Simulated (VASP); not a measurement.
Here is a VASP 6.6.1 calculation.

The input INCAR:

```
ALGO     = Normal         # electronic algorithm
EDIFF    = 1E-6           # SCF threshold, eV
ENCUT    = 600            # plane-wave cutoff, eV
GGA      = PE             # functional
GGA_COMPAT= F            
ISIF     = 2              # what is computed and relaxed
ISMEAR   = 0              # smearing method
LASPH    = T              # aspherical terms in the spheres
LCHARG   = T              # write CHGCAR
LELF     = T              # ELF
LREAL    = F              # projectors in reciprocal space
LVHAR    = T            
LWAVE    = F              # write WAVECAR
NBANDS   = 11             # bands
NELM     = 120            # most SCF steps
PREC     = Accurate       # precision mode
SIGMA    = 0.02           # smearing width, eV
```

KPOINTS

```
k-points
0
Gamma
  12 12 12
```

POSCAR

```
C
1.0
    0.0000000000      1.7857952420      1.7857952420
    1.7857952420      0.0000000000      1.7857952420
    1.7857952420      1.7857952420      0.0000000000
C
2
Direct
    0.0000000000      0.0000000000      0.0000000000
    0.2500000000      0.2500000000      0.2500000000
```

Potentials or basis: VASP PAW PBE potentials, release 64 (C).

Run with:

```sh
$ cat potpaw_PBE.64/C/POTCAR > POTCAR
$ mpirun -np 1 vasp_std > vasp.out
```

**Question.** Estimate the pressure.

**Answer.** 0.0 GPa.

**Question.** Estimate the band gap on the k mesh.

**Answer.** 4.14 eV (least direct gap 5.58 eV).

A k mesh can miss the band edges.
